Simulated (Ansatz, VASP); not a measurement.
# One calculation of MoH3, two programs

```xyz
4
Lattice="2.8856 0.0000 0.0000 -1.4428 2.4990 0.0000 0.0000 0.0000 3.8407" Properties=species:S:1:pos:R:3 pbc="T T T"
H     0.0000    1.6660    0.9785
H     0.0000    1.6660    2.8622
H     0.0000    0.0000    0.0000
Mo    0.0000    0.0000    1.9203
```

Alike in both runs: task single point; functional PBE; k mesh 6 × 6 × 4; occupations gaussian, width 0.1 eV; no spin polarisation.

|  | VASP | Ansatz |
| --- | --- | --- |
| version | VASP 6.6.1 | Ansatz 0.2.0 |
| potentials or method | VASP PAW PBE potentials, release 64 (H, Mo_sv), cutoff 500 eV | scalar-relativistic, plane waves, PAW |
| valence electrons in the cell | 17 | 17 |

Ansatz gave:

| Property | Result |
| --- | --- |
| gap on the k mesh at the Fermi level (eV) | none |
| pressure (GPa) | 1.4 |
| traceless stress, the component that is largest in VASP (GPa) | 2.89 |
| rms of the force components (eV/Å) | 0.048 |

**Question.** Estimate VASP's values.

**Answer.** gap on the k mesh at the Fermi level (eV): none; pressure (GPa): 1.4; traceless stress, the component that is largest in VASP (GPa): 2.81; rms of the force components (eV/Å): 0.051.

Atom by atom the forces differ by 0.003 eV/Å (rms over components). A gap of «none» marks a metal or a gap that the smearing closes. With one functional, cell and mesh, what is left measures potentials, basis and numerics.

The k mesh is coarse, so the values compare programs but aren't converged.
